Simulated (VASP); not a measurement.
# PrHg3B2 in VASP: single point with PBE

Aim: the single point of PrHg3B2 with PBE.

All numbers are computed with VASP 6.6.1; they aren't measurements. Logs are shortened: lines on timing, memory, paths and dates and some standing lists are left out, and cuts for length are marked.

### Step 1. The cell of the first run

The typed cell holds 6 atoms: a = 6.205 Å, b = 6.205 Å, c = 3.382 Å, α = 90.00°, β = 90.00°, γ = 60.00°.

### Step 2. Single point, PBE

The input, INCAR:

```
SYSTEM = PrHg3B2
PREC = Accurate
ENCUT = 600
EDIFF = 1E-6
ISMEAR = -1
SIGMA = 0.1
LREAL = .FALSE.
LASPH = .TRUE.
NELM = 200
ALGO = Normal
ISIF = 2
LWAVE = .FALSE.
LCHARG = .FALSE.
GGA = PE
NBANDS = 36
GGA_COMPAT = .FALSE.
LMAXMIX = 6
```

The input, KPOINTS:

```
Automatic mesh
0
Gamma
  4 4 5
  0 0 0.5
```

The input, POSCAR:

```
PrHg3B2
1.0
    3.1024390000      5.3735790000      0.0000000000
   -3.1024390000      5.3735790000      0.0000000000
    0.0000000000      0.0000000000      3.3817260000
B Pr Hg
2 1 3
Direct
    0.3333000000      0.3334000000      0.0000000000
    0.6666000000      0.6667000000      0.0000000000
    0.0000000000      0.0000000000      0.0000000000
    0.5000000000      0.5000000000      0.5000000000
    0.5000000000      0.0000000000      0.5000000000
    0.0000000000      0.5000000000      0.5000000000
```

Potentials or basis: VASP PAW PBE potentials, release 64 (B, Pr, Hg).

Started as:

```bash
$ cat potpaw_PBE.64/B/POTCAR potpaw_PBE.64/Pr/POTCAR potpaw_PBE.64/Hg/POTCAR > POTCAR
$ mpirun -np 1 vasp_std > vasp.out
```

OUTCAR:

```text
SYSTEM = PrHg3B2
   PREC = Accurate
   ENCUT = 600
   EDIFF = 1E-6
   ISMEAR = -1
   LREAL = .FALSE.
   LASPH = .TRUE.
   NELM = 200
   ISIF = 2
   GGA = PE

 ion  position               nearest neighbor table
   1  0.333  0.333  0.000-   4 2.46   4 2.46   6 2.46   6 2.46   5 2.46   5 2.46
   2  0.667  0.667  0.000-   4 2.46   4 2.46   5 2.46   5 2.46   6 2.46   6 2.46
   3  0.000  0.000  0.000-   5 3.53   6 3.53   5 3.53   6 3.53   6 3.53   6 3.53   5 3.53   5 3.53
                             4 3.53   4 3.53   4 3.53   4 3.53
   4  0.500  0.500  0.500-   1 2.46   2 2.46   1 2.46   2 2.46   5 3.10   6 3.10   5 3.10   6 3.10
                             3 3.53   3 3.53   3 3.53   3 3.53
   5  0.500  0.000  0.500-   2 2.46   2 2.46   1 2.46   1 2.46   4 3.10   4 3.10   6 3.10   6 3.10
                             3 3.53   3 3.53   3 3.53   3 3.53
   6  0.000  0.500  0.500-   1 2.46   1 2.46   2 2.46   2 2.46   4 3.10   4 3.10   5 3.10   5 3.10
                             3 3.53   3 3.53   3 3.53   3 3.53

  LATTYP: Found a hexagonal cell.
 ALAT       =     6.2048754232
 C/A-ratio  =     0.5450111033

  Lattice vectors:

 A1 = (   3.1024390000,  -5.3735790000,   0.0000000000)
 A2 = (   3.1024390000,   5.3735790000,   0.0000000000)
 A3 = (   0.0000000000,   0.0000000000,   3.3817260000)

Analysis of symmetry for initial positions (statically):
=====================================================================
 Subroutine PRICEL returns:
 Original cell was already a primitive cell.

 Routine SETGRP: Setting up the symmetry group for a
 hexagonal supercell.

 Subroutine GETGRP returns: Found  4 space group operations
 (whereof  4 operations were pure point group operations)
 out of a pool of 24 trial point group operations.

The static configuration has the point symmetry C_2v.

Analysis of symmetry for dynamics (positions and initial velocities):
=====================================================================
 Subroutine PRICEL returns:
 Original cell was already a primitive cell.

 Routine SETGRP: Setting up the symmetry group for a
 hexagonal supercell.

 Subroutine GETGRP returns: Found  4 space group operations
 (whereof  4 operations were pure point group operations)
 out of a pool of 24 trial point group operations.

The dynamic configuration has the point symmetry C_2v.

 Subroutine INISYM returns: Found  4 space group operations
 (whereof  4 operations are pure point group operations),
 and found     1 'primitive' translations

----------------------------------------------------------------------------------------

                                     Primitive cell

  volume of cell :     112.7549

  direct lattice vectors                    reciprocal lattice vectors
     3.102439000  5.373579000  0.000000000     0.161163523  0.093047855  0.000000000
    -3.102439000  5.373579000  0.000000000    -0.161163523  0.093047855  0.000000000
     0.000000000  0.000000000  3.381726000     0.000000000  0.000000000  0.295706985

  length of vectors
     6.204875423  6.204875423  3.381726000     0.186095633  0.186095633  0.295706985

  position of ions in fractional coordinates (direct lattice)
     0.333300000  0.333400000  0.000000000
     0.666600000  0.666700000  0.000000000
     0.000000000  0.000000000  0.000000000
     0.500000000  0.500000000  0.500000000
     0.500000000  0.000000000  0.500000000
     0.000000000  0.500000000  0.500000000

  ion indices of the primitive-cell ions
   primitive index   ion index
                 1           1
                 2           2
                 3           3
                 4           4
                 5           5
                 6           6

----------------------------------------------------------------------------------------

 KPOINTS: Automatic mesh

Automatic generation of k-mesh.
 Grid dimensions read from file:
 generate k-points for:    4    4    5

 Generating k-lattice:

  Cartesian coordinates                     Fractional coordinates (reciprocal lattice)
     0.040290881  0.023261964  0.000000000     0.250000000  0.000000000  0.000000000
    -0.040290881  0.023261964  0.000000000     0.000000000  0.250000000  0.000000000
     0.000000000  0.000000000  0.059141397     0.000000000  0.000000000  0.200000000

  Length of vectors
     0.046523908  0.046523908  0.059141397

  Shift w.r.t. Gamma in fractional coordinates (k-lattice)
     0.000000000  0.000000000  0.500000000

 Subroutine IBZKPT returns following result:
 ===========================================

 Found     21 irreducible k-points:

 Following reciprocal coordinates:
            Coordinates               Weight
  0.000000  0.000000  0.100000      2.000000
  0.250000  0.000000  0.100000      8.000000
  0.250000  0.250000  0.100000      4.000000
  0.500000  0.000000  0.100000      4.000000
  0.500000  0.500000  0.100000      2.000000
  0.500000  0.250000  0.100000      8.000000
[... 13 lines left out ...]
  0.500000  0.250000  0.500000      4.000000
 -0.250000  0.250000  0.500000      2.000000
   k-points           NKPTS =     21   k-points in BZ     NKDIM =     21   number of bands    NBANDS=     36
   number of dos      NEDOS =    301   number of ions     NIONS =      6
   total plane-waves  NPLWV =  70000
   dimension x,y,z NGX =    50 NGY =   50 NGZ =   28
   dimension x,y,z NGXF=   100 NGYF=  100 NGZF=   56
   ions per type =               2   1   3
   NGX,Y,Z   is equivalent  to a cutoff of  13.40, 13.40, 13.76 a.u.
   NGXF,Y,Z  is equivalent  to a cutoff of  26.79, 26.79, 27.53 a.u.
 SYSTEM =  PrHg3B2
   PREC   = accura    normal or accurate (medium, high low for compatibility)
   ISTART =      0    job   : 0-new  1-cont  2-samecut
   ICHARG =      2    charge: 1-file 2-atom 10-const
   ISPIN  =      1    spin polarized calculation?
   LNONCOLLINEAR =      F non collinear calculations
   LSORBIT =      F    spin-orbit coupling
   LASPH  =      T    aspherical Exc in radial PAW
   ENCUT  =  600.0 eV  44.10 Ry    6.64 a.u.  12.39 12.39  6.75*2*pi/ulx,y,z
   NELM   =    200;   NELMIN=  2; NELMDL= -5     # of ELM steps
   EDIFF  = 0.1E-05   stopping-criterion for ELM
   LREAL  =      F    real-space projection
   EDIFFG = 0.1E-04   stopping-criterion for IOM
   NSW    =      0    number of steps for IOM
   IBRION =     -1    ionic relax: 0-MD 1-quasi-New 2-CG
   NFREE  =      0    steps in history (QN), initial steepest desc. (CG)
   ISIF   =      2    stress and relaxation
   ISYM   =      2    0-nonsym 1-usesym 2-fastsym
   POTIM  = 0.5000    time-step for ionic-motion
   TEBEG  =    0.0;   TEEND  =   0.0 temperature during run
   PSTRESS=    0.0 pullay stress
   NELECT =      55.0000    total number of electrons
   NUPDOWN=      -1.0000    fix difference up-down
   EMIN   =  10.00;   EMAX   =-10.00  energy-range for DOS
   EFERMI =   0.00;   METHOD = LEGACY
   ISMEAR =    -1;   SIGMA  =   0.10  broadening in eV -4-tet -1-fermi 0-gaus
   EFERMI_NEDOS =   21; number of points for ismear=-14 and -15
   IALGO  =     38    algorithm
   IMIX   =      4    mixing-type and parameters
     AMIX     =   0.40;   BMIX     =  1.00
     AMIX_MAG =   1.60;   BMIX_MAG =  1.00
  volume/ion in A,a.u.               =      18.79       126.82
  Fermi-wavevector in a.u.,A,eV,Ry     =   1.288696  2.435283 22.595719  1.660739
  Thomas-Fermi vector in A             =   2.420634
   LORBIT       =      0    0 simple, 1 ext, 2 COOP (PROOUT), +10 PAW based schemes
   GGA     = PE    functional components
   LHFCALC =     F    Hartree Fock is set to
   AEXX    =    0.0000 exact exchange contribution
   IVDW    =     0    specifies the selected vdW correction
   LEPSILON=     F    determine dielectric tensor
   LRPA    =     F    only Hartree local field effects (RPA)
 non-spin polarized calculation
  energy-cutoff  :      600.00
  volume of cell :      112.75
 maximum number of plane-waves:      3806
 NGX is ok and might be reduce to    50
   NGX = 25   NGY = 25   NGZ = 13

 number of electron      55.0000003 magnetization

 Free energy of the ion-electron system (eV)
  ---------------------------------------------------
  ext. energy  EPLUGINS =         0.00000000
  ---------------------------------------------------
  free energy    TOTEN  =       -14.60169149 eV

  energy without entropy =      -14.07148866  energy(sigma->0) =      -14.33659007

 E-fermi :   5.1666     XC(G=0): -11.1276

 val. band max:        5.1272313816   @ k =   0.5000   0.5000   0.1000
 cond. band min:       5.1745565143   @ k =   0.5000   0.5000   0.3000
 fundamental gap:      0.0473251327
 Fermi energy:         5.1665875121

 k-point     1 :       0.0000    0.0000    0.1000
  band No.  band energies     occupation
      1     -30.8918      2.00000
      2     -13.0473      2.00000
      3     -13.0473      2.00000
      4     -12.4016      2.00000
      5      -6.2007      2.00000
      6      -3.8123      2.00000
[... 28 lines left out ...]
     35       8.0105      0.00000
     36       8.0459      0.00000

 k-point     2 :       0.2500    0.0000    0.1000
  band No.  band energies     occupation
      1     -30.8916      2.00000
      2     -13.0614      2.00000
      3     -13.0516      2.00000
      4     -12.4017      2.00000
      5      -5.9088      2.00000
      6      -4.0676      2.00000
[... 28 lines left out ...]
     35       7.2494      0.00000
     36       7.6990      0.00000

 k-point     3 :       0.2500    0.2500    0.1000
  band No.  band energies     occupation
      1     -30.8916      2.00000
      2     -13.0614      2.00000
      3     -13.0516      2.00000
      4     -12.4017      2.00000
      5      -5.9087      2.00000
      6      -4.0678      2.00000
[... 28 lines left out ...]
     35       7.2488      0.00000
     36       7.6692      0.00000

 k-point     4 :       0.5000    0.0000    0.1000
  band No.  band energies     occupation
      1     -30.8915      2.00000
      2     -13.0753      2.00000
      3     -13.0558      2.00000
      4     -12.4019      2.00000
      5      -5.4063      2.00000
      6      -4.6226      2.00000
[... 28 lines left out ...]
     35       5.9223      0.00104
     36       6.9206      0.00000

 k-point     5 :       0.5000    0.5000    0.1000
  band No.  band energies     occupation
      1     -30.8915      2.00000
      2     -13.0753      2.00000
      3     -13.0558      2.00000
      4     -12.4019      2.00000
      5      -5.4058      2.00000
      6      -4.6233      2.00000
[... 538 lines left out ...]
 k-point    19 :       0.5000    0.5000    0.5000
  band No.  band energies     occupation
      1     -30.7741      2.00000
      2     -13.5302      2.00000
      3     -12.8983      2.00000
      4     -12.8964      2.00000
      5      -4.6972      2.00000
      6      -4.1143      2.00000
[... 28 lines left out ...]
     35       6.5672      0.00000
     36       6.7260      0.00000

 k-point    20 :       0.5000    0.2500    0.5000
  band No.  band energies     occupation
      1     -30.7741      2.00000
      2     -13.5302      2.00000
      3     -12.8978      2.00000
      4     -12.8969      2.00000
      5      -4.6870      2.00000
      6      -4.1413      2.00000
[... 28 lines left out ...]
     35       6.2952      0.00003
     36       6.5145      0.00000

 k-point    21 :      -0.2500    0.2500    0.5000
  band No.  band energies     occupation
      1     -30.7741      2.00000
      2     -13.5302      2.00000
      3     -12.8978      2.00000
      4     -12.8969      2.00000
      5      -4.6872      2.00000
      6      -4.1410      2.00000
[... 28 lines left out ...]
     35       6.2949      0.00003
     36       6.5147      0.00000

------------------------ aborting loop because EDIFF is reached ----------------------------------------

  FORCE on cell =-STRESS in cart. coord.  units (eV):
  Direction    XX          YY          ZZ          XY          YZ          ZX
  --------------------------------------------------------------------------------------
  -------------------------------------------------------------------------------------
  Total       -0.6799499     -0.6763870      2.2625684      0.0000000      0.0000000      0.0000000
  in kB       -9.6616695     -9.6110426     32.1497061      0.0000000      0.0000000      0.0000000
  external PRESSURE =       4.2923313 kB  Pullay stress =       0.0000000 kB

 VOLUME and BASIS-vectors are now :
 -----------------------------------------------------------------------------
  energy-cutoff  :      600.00
  volume of cell :      112.75
      direct lattice vectors                 reciprocal lattice vectors
     3.102439000  5.373579000  0.000000000     0.161163523  0.093047855  0.000000000
    -3.102439000  5.373579000  0.000000000    -0.161163523  0.093047855  0.000000000
     0.000000000  0.000000000  3.381726000     0.000000000  0.000000000  0.295706985

 POSITION                                       TOTAL-FORCE (eV/Angst)
 -----------------------------------------------------------------------------------
     -0.00031      3.58257      0.00000         0.000675     -0.000468      0.000000
     -0.00031      7.16459      0.00000         0.000675      0.000468      0.000000
      0.00000      0.00000      0.00000         0.000034      0.000000      0.000000
      0.00000      5.37358      1.69086         0.000222      0.000000      0.000000
      1.55122      2.68679      1.69086        -0.000803      0.000595      0.000000
     -1.55122      2.68679      1.69086        -0.000803     -0.000595      0.000000
 -----------------------------------------------------------------------------------
    total drift:                                0.000031      0.000000      0.000000

  FREE ENERGIE OF THE ION-ELECTRON SYSTEM (eV)
  ---------------------------------------------------
  free  energy   TOTEN  =       -14.6016914885 eV

  energy  without entropy=      -14.0714886596  energy(sigma->0) =      -14.33659007
```

It took 3.2 min on 1 thread of Intel Xeon Platinum 8259CL at 2.50GHz (Skylake/Cascade Lake), shared host; peak memory 0.32 GiB.

What came out:

| Item | Value |
| --- | --- |
| Free energy | -14.6017 eV |
| Pressure | 0.4 GPa |
| Band gap on the k mesh | zero (an odd number of electrons rules out a gap without spin polarisation) |

Levels at points of the mesh, in eV from the Fermi level:
| k point | band 23 | band 24 | band 25 | band 26 | band 27 | band 28 | band 29 | band 30 | band 31 | band 32 |
| --- | --- | --- | --- | --- | --- | --- | --- | --- | --- | --- |
| (0.00, 0.00, 0.50) | -2.92 | -2.92 | -1.54 | -1.54 | -1.19 | -1.03 | -1.03 | 0.16 | 0.24 | 0.26 |
| (0.50, 0.00, 0.50) | -4.48 | -2.45 | -2.40 | -0.49 | 0.10 | 0.14 | 0.20 | 0.26 | 0.34 | 0.35 |
| (0.50, 0.50, 0.50) | -4.48 | -2.45 | -2.40 | -0.49 | 0.10 | 0.14 | 0.20 | 0.26 | 0.34 | 0.35 |

Caveat: the k points lie up to 0.37 Å⁻¹ apart, too coarse for converged energies and pressures of a metal; spin-orbit coupling is left out, which moves the levels of the heavy elements; semilocal functionals describe open f shells poorly, which spoils levels, moments and volumes. Spin polarisation is off, so any magnetic state and its effect on volume and gap are missing.

The gap in the log of VASP goes by the Fermi energy; the results here count the filled bands.